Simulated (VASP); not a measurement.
Wanted: the native input for a VASP 6.6.1 run.

- Task: relaxation of cell and atoms
- Functional: PBEsol
- Potentials or basis: VASP PAW PBE potentials, release 64 (Ti_sv, Te)
- Cutoff: 600 eV
- k mesh: 12 × 12 × 8
- Occupations: fermi-dirac, width 0.15 eV
- Spin: no spin polarisation
- Dipole correction: no
- Further INCAR settings: ALGO = Normal; EDIFF = 1e-06; IBRION = 2; EDIFFG = -0.001; NSW = 80; ISIF = 3

The structure of TiTe2 lies in POSCAR:

```
TiTe2
1.0
    3.6961233361      0.0000000000      0.0000000000
   -1.8480616680      3.2009367045      0.0000000000
    0.0000000000      0.0000000000      6.4445019150
Ti Te
1 2
Direct
    0.0000000000      0.0000000000      0.0000000000
    0.6666666667      0.3333333333      0.2673356117
    0.3333333333      0.6666666667      0.7326643883
```

These files were run (other wordings do the same):

INCAR

```
SYSTEM = TiTe2
PREC     = Accurate       ! precision mode
ENCUT    = 600            ! plane-wave cutoff, eV
EDIFF    = 1E-6           ! SCF threshold, eV
ISMEAR   = -1             ! smearing method
SIGMA    = 0.15           ! smearing width, eV
LREAL    = .False.        ! projectors in reciprocal space
LASPH    = .True.         ! aspherical terms in the spheres
NELM     = 60             ! most SCF steps
ALGO     = Normal         ! electronic algorithm
ISIF     = 3              ! what is computed and relaxed
LWAVE    = .False.        ! write WAVECAR
LCHARG   = .False.        ! write CHGCAR
GGA      = PS             ! functional
IBRION   = 2              ! ionic algorithm
NSW      = 80             ! ionic steps
EDIFFG   = -0.001         ! ionic threshold
```

KPOINTS

```
Automatic mesh
0
Gamma
  12 12 8
  0 0 0
```

Potentials or basis: VASP PAW PBE potentials, release 64 (Ti_sv, Te).

Launch:

```bash
$ cat potpaw_PBE.64/Ti_sv/POTCAR potpaw_PBE.64/Te/POTCAR > POTCAR
$ mpirun -np 1 vasp_std > vasp.out
```

It gave:

- Relaxed volume: 25.42 Å³/atom
- Relaxed cell: a = 3.697 Å, b = 3.697 Å, c = 6.443 Å, α = 90.00°, β = 90.00°, γ = 120.00°
- Space group after relaxing (to 0.1 Å): P-3m1 (No. 164)
- Energy gained by relaxing: 0.0 meV/atom
- Ionic steps: 33
- Pressure after relaxing: 0.0 GPa
- Band gap on the k mesh: zero (bands 12 and 13 overlap by 0.85 eV)

Caveat: the PAW data sets were made with another functional, which shifts forces and pressure a little; spin-orbit coupling is left out, which moves the levels of the heavy elements; this functional lacks dispersion, which binds the layers, so the pressure and a relaxed spacing across them are unreliable.

Wall time 22 min on 1 thread of Intel(R) Xeon(R) Platinum 8559C (Emerald Rapids), with other jobs on the host, peak memory 0.37 GiB.
